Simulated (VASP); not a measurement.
# Al (P6_3/mmc) in VASP: a series of runs

Runs on Al. Level: PBE+D3(BJ). Tasks: single point.

All numbers are computed with VASP 6.6.1; they aren't measurements. Logs are shortened: lines on timing, memory, paths and dates and some standing lists are left out, and cuts for length are marked.

**1. The cell of the first run**

Symmetry: P6_3/mmc, No. 194, hexagonal system. Conventional cell: a = 2.910 Å, b = 2.910 Å, c = 8.818 Å, α = 90.00°, β = 90.00°, γ = 120.00°. Within 3.7 Å of Al (site symmetry -3m) lie 12 Al at 2.77 to 2.91 Å. Within 3.7 Å of Al (site symmetry -6m2) lie 12 Al at 2.77 to 2.91 Å.

This isn't the form of Al at room conditions, which is fcc.

**2. Single point, PBE+D3(BJ) (16.17 Å³/atom)**

File INCAR:

```
SYSTEM = Al
PREC = Accurate ; ENCUT = 520
EDIFF = 1E-7 ; ISMEAR = 0
SIGMA = 0.15 ; LREAL = .False.
LASPH = .True. ; NELM = 100
ALGO = Normal ; ISIF = 2
LWAVE = .False. ; LCHARG = .False.
GGA = PE ; IVDW = 12
NBANDS = 14
```

File KPOINTS:

```
Automatic mesh
0
Gamma
  18 18 6
  0 0 0
```

File POSCAR:

```
Al
1.0
    2.9098030410      0.0000000000      0.0000000000
   -1.4549015205      2.5199633535      0.0000000000
    0.0000000000      0.0000000000      8.8181581156
Al
4
Direct
    0.0000000000      0.0000000000      0.0000000000
    0.3333333333      0.6666666667      0.2500000000
    0.0000000000      0.0000000000      0.5000000000
    0.6666666667      0.3333333333      0.7500000000
```

Potentials or basis: VASP PAW PBE potentials, release 64 (Al).

Launch:

```bash
$ cat potpaw_PBE.64/Al/POTCAR > POTCAR
$ mpirun -np 1 vasp_std > vasp.out
```

OUTCAR:

```text
SYSTEM = Al
   PREC = Accurate
   ENCUT = 520
   EDIFF = 1E-7
   ISMEAR = 0
   LREAL = .False.
   LASPH = .True.
   NELM = 100
   ISIF = 2
   GGA = PE
   IVDW = 12
 IVDW          = 12

 ion  position               nearest neighbor table
   1  0.000  0.000  0.000-   2 2.77   4 2.77   2 2.77   4 2.77   4 2.77   2 2.77
   2  0.333  0.667  0.250-   1 2.77   3 2.77   1 2.77   3 2.77   1 2.77   3 2.77
   3  0.000  0.000  0.500-   2 2.77   4 2.77   2 2.77   4 2.77   4 2.77   2 2.77
   4  0.667  0.333  0.750-   1 2.77   3 2.77   1 2.77   3 2.77   1 2.77   3 2.77

  LATTYP: Found a hexagonal cell.
 ALAT       =     2.9098030410
 C/A-ratio  =     3.0304999999

  Lattice vectors:

 A1 = (   2.9098030410,   0.0000000000,   0.0000000000)
 A2 = (  -1.4549015205,   2.5199633535,   0.0000000000)
 A3 = (   0.0000000000,   0.0000000000,   8.8181581156)

Analysis of symmetry for initial positions (statically):
=====================================================================
 Subroutine PRICEL returns:
 Original cell was already a primitive cell.

 Routine SETGRP: Setting up the symmetry group for a
 hexagonal supercell.

 Subroutine GETGRP returns: Found 24 space group operations
 (whereof 12 operations were pure point group operations)
 out of a pool of 24 trial point group operations.

The static configuration has the point symmetry D_3d.
 The point group associated with its full space group is D_6h.

Analysis of symmetry for dynamics (positions and initial velocities):
=====================================================================
 Subroutine PRICEL returns:
 Original cell was already a primitive cell.

 Routine SETGRP: Setting up the symmetry group for a
 hexagonal supercell.

 Subroutine GETGRP returns: Found 24 space group operations
 (whereof 12 operations were pure point group operations)
 out of a pool of 24 trial point group operations.

The dynamic configuration has the point symmetry D_3d.
 The point group associated with its full space group is D_6h.

 Subroutine INISYM returns: Found 24 space group operations
 (whereof 12 operations are pure point group operations),
 and found     1 'primitive' translations

----------------------------------------------------------------------------------------

                                     Primitive cell

  volume of cell :      64.6600

[... 104 lines left out ...]
   NUPDOWN=      -1.0000    fix difference up-down
   EMIN   =  10.00;   EMAX   =-10.00  energy-range for DOS
   EFERMI =   0.00;   METHOD = LEGACY
   ISMEAR =     0;   SIGMA  =   0.15  broadening in eV -4-tet -1-fermi 0-gaus
   EFERMI_NEDOS =   21; number of points for ismear=-14 and -15
   IALGO  =     38    algorithm
   IMIX   =      4    mixing-type and parameters
     AMIX     =   0.40;   BMIX     =  1.00
     AMIX_MAG =   1.60;   BMIX_MAG =  1.00
  volume/ion in A,a.u.               =      16.17       109.09
  Fermi-wavevector in a.u.,A,eV,Ry     =   0.933806  1.764638 11.864195  0.871994
  Thomas-Fermi vector in A             =   2.060546
   LORBIT       =      0    0 simple, 1 ext, 2 COOP (PROOUT), +10 PAW based schemes
   GGA     = PE    functional components
   LHFCALC =     F    Hartree Fock is set to
   AEXX    =    0.0000 exact exchange contribution
   IVDW    =    12    specifies the selected vdW correction
   LEPSILON=     F    determine dielectric tensor
   LRPA    =     F    only Hartree local field effects (RPA)
 non-spin polarized calculation
 Gauss-broadening in eV      SIGMA  =   0.15
  energy-cutoff  :      520.00
  volume of cell :       64.66
 maximum number of plane-waves:      1797
 NGX is ok and might be reduce to    24
   NGX = 11   NGY = 11   NGZ = 33

 number of electron      12.0000000 magnetization

 Free energy of the ion-electron system (eV)
  ---------------------------------------------------
  ext. energy  EPLUGINS =         0.00000000
  ---------------------------------------------------
  free energy    TOTEN  =       -14.86726425 eV

  energy without entropy =      -14.84972533  energy(sigma->0) =      -14.85849479

 E-fermi :   8.2253     XC(G=0): -10.2691

 val. band max:        8.2164428489   @ k =   0.2778   0.0556   0.5000
 cond. band min:       8.2380408198   @ k =   0.2778   0.0556   0.1667
 fundamental gap:      0.0215979709
 Fermi energy:         8.2253174060

 k-point     1 :       0.0000    0.0000    0.0000
  band No.  band energies     occupation
      1      -3.0665      2.00000
      2      -1.1768      2.00000
      3      -1.1762      2.00000
      4       3.9882      2.00000
      5       4.7537      2.00000
      6      13.1503      0.00000
      7      13.1829      0.00000
      8      17.8572      0.00000
      9      17.8572      0.00000
     10      18.1475      0.00000
     11      18.1475      0.00000
     12      19.3032      0.00000
     13      19.3034      0.00000
     14      19.5654      0.00000
[... 377 lines left out ...]
      1       1.6676      2.00000
      2       3.4568      2.00000
      3       3.4846      2.00000
      4       4.1474      2.00000
      5       5.9530      2.00000
      6       6.0146      2.00000
      7       8.4611      0.02624
      8       9.2724      0.00000
      9      10.3236      0.00000
     10      10.7920      0.00000
     11      11.8611      0.00000
     12      12.1529      0.00000
     13      12.5034      0.00000
     14      16.6950      0.00000

 [... further k-points ...]

------------------------ aborting loop because EDIFF is reached ----------------------------------------

 Edisp (eV)   -1.37457

 E8    (eV) :    -0.6149

  FORCE on cell =-STRESS in cart. coord.  units (eV):
  Direction    XX          YY          ZZ          XY          YZ          ZX
  --------------------------------------------------------------------------------------
  -------------------------------------------------------------------------------------
  Total      -1.14913    -1.14913     1.11059     0.00000     0.00000    -0.00000
  in kB     -28.47365   -28.47365    27.51870     0.00000     0.00000    -0.00000
  external pressure =       -9.81 kB  Pullay stress =        0.00 kB

 VOLUME and BASIS-vectors are now :
 -----------------------------------------------------------------------------
  energy-cutoff  :      520.00
  volume of cell :       64.66
      direct lattice vectors                 reciprocal lattice vectors
     2.909803041  0.000000000  0.000000000     0.343665872  0.198415584  0.000000000
    -1.454901520  2.519963354  0.000000000     0.000000000  0.396831168  0.000000000
     0.000000000  0.000000000  8.818158116     0.000000000  0.000000000  0.113402367

 POSITION                                       TOTAL-FORCE (eV/Angst)
 -----------------------------------------------------------------------------------
      0.00000      0.00000      0.00000        -0.000000      0.000000     -0.000000
     -0.00000      1.67998      2.20454         0.000000      0.000000      0.000000
      0.00000      0.00000      4.40908        -0.000000      0.000000     -0.000000
      1.45490      0.83999      6.61362        -0.000000      0.000000     -0.000000
 -----------------------------------------------------------------------------------
    total drift:                               -0.000000      0.000000      0.000000

  FREE ENERGIE OF THE ION-ELECTRON SYSTEM (eV)
  ---------------------------------------------------
  free  energy   TOTEN  =       -16.2418362834 eV

  energy  without entropy=      -16.2242973562  energy(sigma->0) =      -16.23306682
```

OSZICAR:

```text
N       E                     dE             d eps       ncg     rms          rms(c)
DAV:   1     0.649133108957E+01    0.64913E+01   -0.41357E+03  4152   0.656E+02
DAV:   2    -0.142545508122E+02   -0.20746E+02   -0.19129E+02  5444   0.893E+01
DAV:   3    -0.149577212384E+02   -0.70317E+00   -0.69458E+00  5488   0.133E+01
DAV:   4    -0.149623290353E+02   -0.46078E-02   -0.46072E-02  5012   0.138E+00
DAV:   5    -0.149623825435E+02   -0.53508E-04   -0.53508E-04  5454   0.151E-01    0.268E+00
DAV:   6    -0.149070555058E+02    0.55327E-01   -0.55790E-03  4782   0.427E-01    0.156E+00
DAV:   7    -0.148676833200E+02    0.39372E-01   -0.14682E-02  4696   0.646E-01    0.220E-01
DAV:   8    -0.148672753854E+02    0.40793E-03   -0.25922E-04  5728   0.847E-02    0.300E-02
DAV:   9    -0.148672661335E+02    0.92519E-05   -0.76663E-06  5170   0.137E-02    0.483E-03
DAV:  10    -0.148672654065E+02    0.72696E-06   -0.20788E-07  5044   0.294E-03    0.129E-03
DAV:  11    -0.148672644156E+02    0.99098E-06   -0.15929E-08  3074   0.756E-04    0.377E-04
DAV:  12    -0.148672642515E+02    0.16408E-06   -0.32699E-09  2768   0.337E-04    0.208E-04
DAV:  13    -0.148672642532E+02   -0.16815E-08   -0.42604E-10  2708   0.150E-04
   1 F= -.16241836E+02 E0= -.16233067E+02  d E =-.175389E-01
```

stdout:

```text
POSCAR found type information on POSCAR Al
 POSCAR found :  1 types and       4 ions
 scaLAPACK will be used
 LDA part: xc-table for (Slater+PW92), standard interpolation
 POSCAR, INCAR and KPOINTS ok, starting setup
 FFT: planning ... GRIDC
 FFT: planning ... GRID_SOFT
 FFT: planning ... GRID
 WAVECAR not read
 entering main loop
```

It took 2.9 min on 1 thread of Intel Xeon 8259CL, shared host; peak memory 0.26 GiB.

Results:

```
Free energy                : -16.2418 eV
Pressure                   : -1.0 GPa
Band gap on the k mesh     : zero (bands 6 and 7 overlap by 6.80 eV)
Dispersion energy per atom : -0.344 eV
```

Stress tensor (GPa, compression positive):
```
-2.85  0.00  0.00
 0.00 -2.85  0.00
 0.00  0.00  2.75
```

Caveat: the stress differs along the axes, from -3 to 3 GPa.

**3. Single point, PBE+D3(BJ) (16.17 Å³/atom)**

File INCAR:

```
SYSTEM = Al
PREC     = Accurate       ! precision mode
ENCUT    = 520            ! plane-wave cutoff, eV
EDIFF    = 1E-6           ! SCF threshold, eV
ISMEAR   = 0              ! smearing method
SIGMA    = 0.15           ! smearing width, eV
LREAL    = .FALSE.        ! projectors in reciprocal space
LASPH    = .TRUE.         ! aspherical terms in the spheres
NELM     = 60             ! most SCF steps
ALGO     = Normal         ! electronic algorithm
ISIF     = 2              ! what is computed and relaxed
LWAVE    = .FALSE.        ! write WAVECAR
LCHARG   = .TRUE.         ! write CHGCAR
GGA      = PE             ! functional
IVDW     = 12             ! dispersion correction
LELF     = .TRUE.         ! ELF
LVHAR    = .TRUE.       
NBANDS   = 14             ! bands
```

File KPOINTS:

```
Automatic mesh
0
G
  18 18 6
  0 0 0
```

File POSCAR:

```
Al
1.0
    2.8330726706      0.0000000000      0.0000000000
   -1.4165363353      2.4535129035      0.0000000000
    0.0000000000      0.0000000000      9.3022849596
Al
4
Direct
    0.0000000000      0.0000000000      0.0000000000
    0.3333333333      0.6666666667      0.2500000000
    0.0000000000      0.0000000000      0.5000000000
    0.6666666667      0.3333333333      0.7500000000
```

Potentials or basis: VASP PAW PBE potentials, release 64 (Al).

Launch:

```bash
$ cat potpaw_PBE.64/Al/POTCAR > POTCAR
$ mpirun -np 1 vasp_std > vasp.out
```

OUTCAR:

```text
SYSTEM = Al
   PREC = Accurate
   ENCUT = 520
   EDIFF = 1E-6
   ISMEAR = 0
   LREAL = .FALSE.
   LASPH = .TRUE.
   NELM = 60
   ISIF = 2
   GGA = PE
   IVDW = 12
 IVDW          = 12

 ion  position               nearest neighbor table
   1  0.000  0.000  0.000-   2 2.84   4 2.84   2 2.84   4 2.84   4 2.84   2 2.84
   2  0.333  0.667  0.250-   1 2.84   3 2.84   1 2.84   3 2.84   1 2.84   3 2.84
   3  0.000  0.000  0.500-   2 2.84   4 2.84   2 2.84   4 2.84   4 2.84   2 2.84
   4  0.667  0.333  0.750-   1 2.84   3 2.84   1 2.84   3 2.84   1 2.84   3 2.84

  LATTYP: Found a hexagonal cell.
 ALAT       =     2.8330726706
 C/A-ratio  =     3.2834614714

  Lattice vectors:

 A1 = (   2.8330726706,   0.0000000000,   0.0000000000)
 A2 = (  -1.4165363353,   2.4535129035,   0.0000000000)
 A3 = (   0.0000000000,   0.0000000000,   9.3022849596)

Analysis of symmetry for initial positions (statically):
=====================================================================
 Subroutine PRICEL returns:
 Original cell was already a primitive cell.

 Routine SETGRP: Setting up the symmetry group for a
 hexagonal supercell.

 Subroutine GETGRP returns: Found 24 space group operations
[... 193 lines left out ...]
     13      20.2504      0.00000
     14      20.4191      0.00000
[... 377 lines left out ...]
      1       1.9282      2.00000
      2       3.5423      2.00000
      3       3.5505      2.00000
      4       4.5185      2.00000
      5       6.1743      2.00000
      6       6.2017      2.00000
      7       8.2731      0.53789
      8       8.6826      0.00001
      9      10.5697      0.00000
     10      10.7922      0.00000
     11      11.7739      0.00000
     12      12.5898      0.00000
     13      12.8420      0.00000
     14      16.2572      0.00000

 [... further k-points ...]

------------------------ aborting loop because EDIFF is reached ----------------------------------------

 Edisp (eV)   -1.37418

 E8    (eV) :    -0.6146

  FORCE on cell =-STRESS in cart. coord.  units (eV):
  Direction    XX          YY          ZZ          XY          YZ          ZX
  --------------------------------------------------------------------------------------
  -------------------------------------------------------------------------------------
  Total      -0.67793    -0.67793    -0.63490     0.00000    -0.00000     0.00000
  in kB     -16.79803   -16.79803   -15.73177     0.00000    -0.00000     0.00000
  external pressure =      -16.44 kB  Pullay stress =        0.00 kB

 VOLUME and BASIS-vectors are now :
 -----------------------------------------------------------------------------
  energy-cutoff  :      520.00
  volume of cell :       64.66
      direct lattice vectors                 reciprocal lattice vectors
     2.833072671  0.000000000  0.000000000     0.352973650  0.203789432  0.000000000
    -1.416536335  2.453512904  0.000000000     0.000000000  0.407578863  0.000000000
     0.000000000  0.000000000  9.302284960     0.000000000  0.000000000  0.107500469

 POSITION                                       TOTAL-FORCE (eV/Angst)
 -----------------------------------------------------------------------------------
      0.00000      0.00000      0.00000        -0.000000      0.000000      0.000000
     -0.00000      1.63568      2.32557         0.000000      0.000000      0.000000
      0.00000      0.00000      4.65114         0.000000      0.000000      0.000000
      1.41654      0.81784      6.97671        -0.000000     -0.000000     -0.000000
 -----------------------------------------------------------------------------------
    total drift:                               -0.000000      0.000000      0.000000

  FREE ENERGIE OF THE ION-ELECTRON SYSTEM (eV)
  ---------------------------------------------------
  free  energy   TOTEN  =       -16.3079540353 eV

  energy  without entropy=      -16.2906477471  energy(sigma->0) =      -16.29930089
```

stdout:

```text
POSCAR found type information on POSCAR Al
 POSCAR found :  1 types and       4 ions
 scaLAPACK will be used
 LDA part: xc-table for (Slater+PW92), standard interpolation
 POSCAR, INCAR and KPOINTS ok, starting setup
 FFT: planning ... GRIDC
 FFT: planning ... GRID_SOFT
 FFT: planning ... GRID
 WAVECAR not read
 entering main loop
```

It took 2.4 min on 1 thread of Intel Xeon 8259CL, shared host; peak memory 0.26 GiB.

What came out:

```yaml
Free_energy: -16.3080 eV
Pressure: -1.6 GPa
Band_gap_on_the_k_mesh: zero (bands 6 and 7 overlap by 5.46 eV)
Dispersion_energy_per_atom: -0.344 eV
```

The gap in the log of VASP goes by the Fermi energy; the results here count the filled bands.